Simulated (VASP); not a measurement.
# Co5Au (P1) in VASP: single point with r2SCAN

Aim: the single point of Co5Au with r2SCAN.

All numbers are computed with VASP 6.6.1; they aren't measurements. Logs are shortened: lines on timing, memory, paths and dates and some standing lists are left out, and cuts for length are marked.

### Step 1. The cell of the first run

The typed cell holds 6 atoms: a = 4.790 Å, b = 4.732 Å, c = 3.841 Å, α = 90.08°, β = 90.24°, γ = 119.80°.

### Step 2. Single point, r2SCAN

Contents of POSCAR:

```
Co5Au
1.0
    4.7900570000      0.0250930000     -0.0099780000
   -2.3732980000      4.0942700000     -0.0033010000
   -0.0083130000     -0.0079750000      3.8412100000
Au Co
1 5
Direct
    0.9941100000      0.9733300000      0.0186020000
    0.4803810000      0.9549310000      0.4500800000
    0.3975810000      0.3992610000      0.5011200000
    0.9630680000      0.4799050000      0.5258300000
    0.3258240000      0.7018610000      0.0167770000
    0.6642730000      0.3240750000      0.9706680000
```

Contents of INCAR.step1:

```
  ALGO = Normal
  EDIFF = 1E-5
  ENCUT = 660
  GGA = PE
  GGA_COMPAT = False
  ISMEAR = 1
  LASPH = True
  LCHARG = False
  LREAL = False
  LWAVE = True
  NBANDS = 37
  NELM = 120
  PREC = Accurate
  SIGMA = 0.0268
```

Contents of INCAR.step2:

```
  ALGO = Normal
  EDIFF = 1E-6
  ENCUT = 660
  GGA_COMPAT = False
  ISIF = 2
  ISMEAR = 1
  ISTART = 1
  LASPH = True
  LCHARG = False
  LMIXTAU = True
  LREAL = False
  LWAVE = False
  METAGGA = R2SCAN
  NBANDS = 37
  NELM = 120
  PREC = Accurate
  SIGMA = 0.0268
```

Contents of KPOINTS:

```
Automatic mesh
0
Gamma
  4 5 5
  0.5 0 0
```

Potentials or basis: VASP PAW PBE potentials, release 64 (Au, Co).

Started as:

```
cat potpaw_PBE.64/Au/POTCAR potpaw_PBE.64/Co/POTCAR > POTCAR
cp INCAR.step1 INCAR
mpirun -np 1 vasp_std > vasp.out
cp INCAR.step2 INCAR
mpirun -np 1 vasp_std > vasp.out
```

OUTCAR:

```text
EDIFF = 1E-6
   ENCUT = 660
   ISIF = 2
   ISMEAR = 1
   ISTART = 1
   LASPH = True
   LREAL = False
   METAGGA = R2SCAN
   NELM = 120
   PREC = Accurate

 ion  position               nearest neighbor table
   1  0.994  0.973  0.019-   5 2.49   6 2.67   3 2.71   6 2.79   5 2.79   6 2.81   3 2.81   2 2.89
                             2 2.94   4 2.95   4 2.99   5 2.99   4 3.12   4 3.15   2 3.23   2 3.25
   2  0.480  0.955  0.450-   5 1.96   3 2.33   6 2.39   4 2.40   5 2.42   4 2.43   3 2.47   6 2.50
                             1 2.89   1 2.94   1 3.23   1 3.25
   3  0.398  0.399  0.501-   4 2.30   6 2.33   2 2.33   2 2.47   5 2.47   6 2.53   4 2.54   5 2.57
                             1 2.71   1 2.81   1 3.37
   4  0.963  0.480  0.526-   6 2.12   3 2.30   2 2.40   5 2.41   2 2.43   6 2.46   5 2.48   3 2.54
                             1 2.95   1 2.99   1 3.12   1 3.15
   5  0.326  0.702  0.017-   2 1.96   4 2.41   2 2.42   3 2.47   4 2.48   1 2.49   3 2.57   6 2.57
                             6 2.76   1 2.79   6 2.96   1 2.99
   6  0.664  0.324  0.971-   4 2.12   3 2.33   2 2.39   4 2.46   2 2.50   3 2.53   5 2.57   1 2.67
                             5 2.76   1 2.79   1 2.81   5 2.96

  LATTYP: Found a triclinic cell.
 ALAT       =     4.7759870102
 B/A-ratio  =     0.9908735258
 C/A-ratio  =     0.8042792549
 COS(alpha) =     0.0014084113
 COS(beta)  =     0.0056661855
 COS(gamma) =     0.4924431318

  Lattice vectors:

 A1 = (  -2.4167590000,  -4.1193630000,   0.0132790000)
 A2 = (   2.3732980000,  -4.0942700000,   0.0033010000)
 A3 = (  -0.0083130000,  -0.0079750000,   3.8412100000)

Analysis of symmetry for initial positions (statically):
=====================================================================
 Subroutine PRICEL returns:
 Original cell was already a primitive cell.

 Routine SETGRP: Setting up the symmetry group for a
 triclinic supercell.

 Subroutine GETGRP returns: Found  1 space group operations
 (whereof  1 operations were pure point group operations)
 out of a pool of  2 trial point group operations.

The static configuration has the point symmetry C_1 .

Analysis of symmetry for dynamics (positions and initial velocities):
=====================================================================
 Subroutine PRICEL returns:
 Original cell was already a primitive cell.

 Routine SETGRP: Setting up the symmetry group for a
 triclinic supercell.

 Subroutine GETGRP returns: Found  1 space group operations
 (whereof  1 operations were pure point group operations)
 out of a pool of  2 trial point group operations.

The dynamic configuration has the point symmetry C_1 .

 Subroutine INISYM returns: Found  1 space group operations
 (whereof  1 operations are pure point group operations),
 and found     1 'primitive' translations

----------------------------------------------------------------------------------------

                                     Primitive cell

  volume of cell :      75.5611

  direct lattice vectors                    reciprocal lattice vectors
     4.790057000  0.025093000 -0.009978000     0.208135217  0.120648909  0.000700926
    -2.373298000  4.094270000 -0.003301000    -0.001274570  0.243505369  0.000502800
    -0.008313000 -0.007975000  3.841210000     0.000539561  0.000522660  0.260336887

  length of vectors
     4.790133117  4.732399088  3.841227274     0.240576222  0.243509223  0.260337971

  position of ions in fractional coordinates (direct lattice)
     0.994110000  0.973330000  0.018602000
     0.480381000  0.954931000  0.450080000
     0.397581000  0.399261000  0.501120000
     0.963068000  0.479905000  0.525830000
     0.325824000  0.701861000  0.016777000
     0.664273000  0.324075000  0.970668000

  ion indices of the primitive-cell ions
   primitive index   ion index
                 1           1
                 2           2
                 3           3
                 4           4
                 5           5
                 6           6

----------------------------------------------------------------------------------------

 KPOINTS: Automatic mesh

Automatic generation of k-mesh.
 Grid dimensions read from file:
 generate k-points for:    4    5    5

 Generating k-lattice:

  Cartesian coordinates                     Fractional coordinates (reciprocal lattice)
     0.052033804  0.030162227  0.000175231     0.250000000 -0.000000000  0.000000000
    -0.000254914  0.048701074  0.000100560     0.000000000  0.200000000 -0.000000000
     0.000107912  0.000104532  0.052067377     0.000000000  0.000000000  0.200000000

  Length of vectors
     0.060144056  0.048701845  0.052067594

  Shift w.r.t. Gamma in fractional coordinates (k-lattice)
     0.500000000  0.000000000  0.000000000

 Subroutine IBZKPT returns following result:
 ===========================================

 Found     50 irreducible k-points:

 Following reciprocal coordinates:
            Coordinates               Weight
  0.125000  0.000000  0.000000      2.000000
  0.375000  0.000000  0.000000      2.000000
  0.125000  0.200000  0.000000      2.000000
  0.375000  0.200000 -0.000000      2.000000
 -0.375000  0.200000 -0.000000      2.000000
 -0.125000  0.200000 -0.000000      2.000000
[... 16 lines left out ...]
  0.125000 -0.400000  0.200000      2.000000
  0.375000 -0.400000  0.200000      2.000000
 [... further k-points ...]
   k-points           NKPTS =     50   k-points in BZ     NKDIM =     50   number of bands    NBANDS=     37
   number of dos      NEDOS =    301   number of ions     NIONS =      6
   total plane-waves  NPLWV =  51200
   dimension x,y,z NGX =    40 NGY =   40 NGZ =   32
   dimension x,y,z NGXF=    80 NGYF=   80 NGZF=   64
   ions per type =               1   5
   NGX,Y,Z   is equivalent  to a cutoff of  13.88, 14.05, 13.85 a.u.
   NGXF,Y,Z  is equivalent  to a cutoff of  27.76, 28.10, 27.70 a.u.
 SYSTEM =  unknown system
   PREC   = accura    normal or accurate (medium, high low for compatibility)
   ISTART =      1    job   : 0-new  1-cont  2-samecut
   ICHARG =      0    charge: 1-file 2-atom 10-const
   ISPIN  =      1    spin polarized calculation?
   LNONCOLLINEAR =      F non collinear calculations
   LSORBIT =      F    spin-orbit coupling
   LASPH  =      T    aspherical Exc in radial PAW
   ENCUT  =  660.0 eV  48.51 Ry    6.96 a.u.  10.03  9.91  8.05*2*pi/ulx,y,z
   NELM   =    120;   NELMIN=  2; NELMDL=  0     # of ELM steps
   EDIFF  = 0.1E-05   stopping-criterion for ELM
   LREAL  =      F    real-space projection
   EDIFFG = 0.1E-04   stopping-criterion for IOM
   NSW    =      0    number of steps for IOM
   IBRION =     -1    ionic relax: 0-MD 1-quasi-New 2-CG
   NFREE  =      0    steps in history (QN), initial steepest desc. (CG)
   ISIF   =      2    stress and relaxation
   ISYM   =      2    0-nonsym 1-usesym 2-fastsym
   POTIM  = 0.5000    time-step for ionic-motion
   TEBEG  =    0.0;   TEEND  =   0.0 temperature during run
   PSTRESS=    0.0 pullay stress
   NELECT =      56.0000    total number of electrons
   NUPDOWN=      -1.0000    fix difference up-down
   EMIN   =  10.00;   EMAX   =-10.00  energy-range for DOS
   EFERMI =   0.00;   METHOD = LEGACY
   ISMEAR =     1;   SIGMA  =   0.03  broadening in eV -4-tet -1-fermi 0-gaus
   EFERMI_NEDOS =   21; number of points for ismear=-14 and -15
   IALGO  =     38    algorithm
   IMIX   =      4    mixing-type and parameters
     AMIX     =   0.40;   BMIX     =  1.00
     AMIX_MAG =   1.60;   BMIX_MAG =  1.00
  volume/ion in A,a.u.               =      12.59        84.99
  Fermi-wavevector in a.u.,A,eV,Ry     =   1.481511  2.799649 29.863069  2.194874
  Thomas-Fermi vector in A             =   2.595412
   LORBIT       =      0    0 simple, 1 ext, 2 COOP (PROOUT), +10 PAW based schemes
   METAGGA = R2SCAN    functional components
   LHFCALC =     F    Hartree Fock is set to
   AEXX    =    0.0000 exact exchange contribution
   IVDW    =     0    specifies the selected vdW correction
   LEPSILON=     F    determine dielectric tensor
   LRPA    =     F    only Hartree local field effects (RPA)
 non-spin polarized calculation
 Methfessel and Paxton  Order N= 1 SIGMA  =   0.03
  energy-cutoff  :      660.00
  volume of cell :       75.56
 maximum number of plane-waves:      2927
   NGX = 21   NGY = 19   NGZ = 17

 number of electron      56.0000007 magnetization

 Free energy of the ion-electron system (eV)
  ---------------------------------------------------
  ext. energy  EPLUGINS =         0.00000000
  ---------------------------------------------------
  free energy    TOTEN  =      -110.89275814 eV

  energy without entropy =     -110.89269505  energy(sigma->0) =     -110.89273711

 E-fermi :   8.9591     XC(G=0): -13.8444

 val. band max:        8.9578054310   @ k =  -0.1250  -0.2000   0.4000
 cond. band min:       8.9605862454   @ k =  -0.3750   0.4000   0.0000
 fundamental gap:      0.0027808144
 Fermi energy:         8.9590570283

 k-point     1 :       0.1250    0.0000    0.0000
  band No.  band energies     occupation
      1       0.1232      2.00000
      2       3.5924      2.00000
      3       3.6192      2.00000
      4       3.8596      2.00000
      5       4.0764      2.00000
      6       4.1384      2.00000
[... 29 lines left out ...]
     36      14.2678      0.00000
     37      15.2419      0.00000

 k-point     2 :       0.3750    0.0000    0.0000
  band No.  band energies     occupation
      1       1.3187      2.00000
      2       2.9730      2.00000
      3       3.8068      2.00000
      4       4.0371      2.00000
      5       4.2006      2.00000
      6       4.2369      2.00000
[... 29 lines left out ...]
     36      16.4047      0.00000
     37      17.1572      0.00000
[... 838 lines left out ...]
     36      14.4911      0.00000
     37      15.8169      0.00000

 k-point    24 :       0.3750   -0.4000    0.2000
  band No.  band energies     occupation
      1       1.8156      2.00000
      2       3.1951      2.00000
      3       3.6718      2.00000
      4       3.9788      2.00000
      5       4.2098      2.00000
      6       4.3269      2.00000
[... 29 lines left out ...]
     36      14.0792      0.00000
     37      16.5849      0.00000

 [... further k-points ...]

------------------------ aborting loop because EDIFF is reached ----------------------------------------

  FORCE on cell =-STRESS in cart. coord.  units (eV):
  Direction    XX          YY          ZZ          XY          YZ          ZX
  --------------------------------------------------------------------------------------
  -------------------------------------------------------------------------------------
  Total       -4.5452468     -4.1942147      1.6758000      0.4850259      2.1282515     -0.1666504
  in kB      -96.3762033    -88.9330132     35.5332167     10.2843607     45.1268788     -3.5336111
  external PRESSURE =     -49.9253333 kB  Pullay stress =       0.0000000 kB

 VOLUME and BASIS-vectors are now :
 -----------------------------------------------------------------------------
  energy-cutoff  :      660.00
  volume of cell :       75.56
      direct lattice vectors                 reciprocal lattice vectors
     4.790057000  0.025093000 -0.009978000     0.208135217  0.120648909  0.000700926
    -2.373298000  4.094270000 -0.003301000    -0.001274570  0.243505369  0.000502800
    -0.008313000 -0.007975000  3.841210000     0.000539561  0.000522660  0.260336887

 POSITION                                       TOTAL-FORCE (eV/Angst)
 -----------------------------------------------------------------------------------
      2.45169      4.00987      0.05832        -0.898661      0.672066     -0.043686
      0.03098      3.91821      1.72091         0.629854      1.743149      2.833352
      0.95270      1.64066      1.91962        -0.102418     -0.008637     -0.103320
      3.46982      1.98483      2.00863         0.203744      0.414489     -1.095967
     -0.10515      2.88165      0.05888         0.739374     -2.465376     -2.922780
      2.40471      1.33578      3.72084        -0.571892     -0.355692      1.332401
 -----------------------------------------------------------------------------------
    total drift:                               -0.000519     -0.000306      0.000170

  FREE ENERGIE OF THE ION-ELECTRON SYSTEM (eV)
  ---------------------------------------------------
  free  energy   TOTEN  =      -110.8927581366 eV

  energy  without entropy=     -110.8926950515  energy(sigma->0) =     -110.89273711
```

Run time: 21 min. Hardware: 1 thread of Oxide Virtual Turin-like, shared host; peak memory 0.31 GiB.

What came out:

| Item | Value |
| --- | --- |
| Free energy | -110.8928 eV |
| Pressure | -5.0 GPa |
| Largest force | 3.895 eV/Å |
| Band gap on the k mesh | zero (bands 28 and 29 overlap by 0.14 eV) |

Forces on the atoms (eV/Å):
```
Au  -0.899  0.672 -0.044
Co   0.630  1.743  2.833
Co  -0.102 -0.009 -0.103
Co   0.204  0.414 -1.096
Co   0.739 -2.465 -2.923
Co  -0.572 -0.356  1.332
```

Caveat: the stress differs along the axes, from -10 to 4 GPa; the PAW data sets were made with another functional, which shifts forces and pressure a little; spin-orbit coupling is left out, which moves the levels of the heavy elements; the run has no spin polarisation, though such a crystal can be magnetic.
